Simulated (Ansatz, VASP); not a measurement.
**SnTe in VASP and in Ansatz**

```xyz
2
Lattice="0.0000 3.1509 3.1509 3.1509 0.0000 3.1509 3.1509 3.1509 0.0000" Properties=species:S:1:pos:R:3 pbc="T T T"
Te    3.1509    3.1509    3.1509
Sn    0.0000    0.0000    0.0000
```

Alike in both runs: task relaxation of cell and atoms; functional PBE-based screened hybrid; k mesh 4 × 4 × 4; occupations fermi-dirac, width 0.05 eV; no spin polarisation.

|  | VASP | Ansatz |
| --- | --- | --- |
| version | VASP 6.6.1 | Ansatz 0.2.0 |
| potentials or method | VASP PAW PBE potentials, release 64 (Te, Sn_d) | Ansatz PAW |
| plane-wave cutoff (eV) | 600 | 420 |
| valence electrons in the cell | 20 | 30 |

VASP gave:

| Item | Value |
| --- | --- |
| relaxed volume (Å³/atom) | 31.84 |
| relaxed cell length with the largest relative difference (Å) | 4.483 |

Question: Estimate Ansatz's values.

Answer: Relaxed volume (Å³/atom): 32.14; relaxed cell length with the largest relative difference (Å): 4.496.

VASP's potentials were made for PBE, not for PBE-based screened hybrid. VASP's potentials hold 20 valence electrons a cell and Ansatz's 30, so a difference there can come from the potentials and not from the codes.

The k mesh is coarse, so the values compare programs but aren't converged. Neither program's run includes spin-orbit coupling. Noted on Ansatz's run: the plane-wave basis is chosen anew once the cell has moved, so the energies of steps on either side of that aren't comparable.
